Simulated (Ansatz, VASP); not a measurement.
## One calculation of NaI, two programs

```
CELL_PARAMETERS angstrom
3.92255 0.00000 0.00000
0.00000 3.92255 0.00000
0.00000 0.00000 4.04054
ATOMIC_POSITIONS crystal
Na 0.00000 0.00000 0.00000
I 0.50000 0.50000 0.50000
```

Change from the starting cell: biaxial_xy strain -2.9%.

Alike in both runs: task single point; functional HSE06; k mesh 4 × 4 × 4; no spin polarisation.

```csv
,VASP,Ansatz
version,VASP 6.6.1,Ansatz 0.2.0
potentials or method,"VASP PAW PBE potentials, release 64 (Na_pv, I)","plane waves, PAW"
plane-wave cutoff (eV),520,420
occupations,"gaussian, width 0.01 eV",fixed
valence electrons in the cell,14,26
```

```tsv
	VASP	Ansatz	Ansatz less VASP
gap on the k mesh at the Fermi level (eV)	3.23	3.25	+0.021
pressure (GPa)	1.4	1.4	+0.02
traceless stress, the component that is largest in VASP (GPa)	-1.15	-1.16	-0.005
```

VASP's potentials hold 14 valence electrons a cell and Ansatz's 26, so a difference there can come from the potentials and not from the codes. Ansatz's warnings: stress exchange threshold loose, stress scf threshold loose.

Spin-orbit coupling is off throughout.
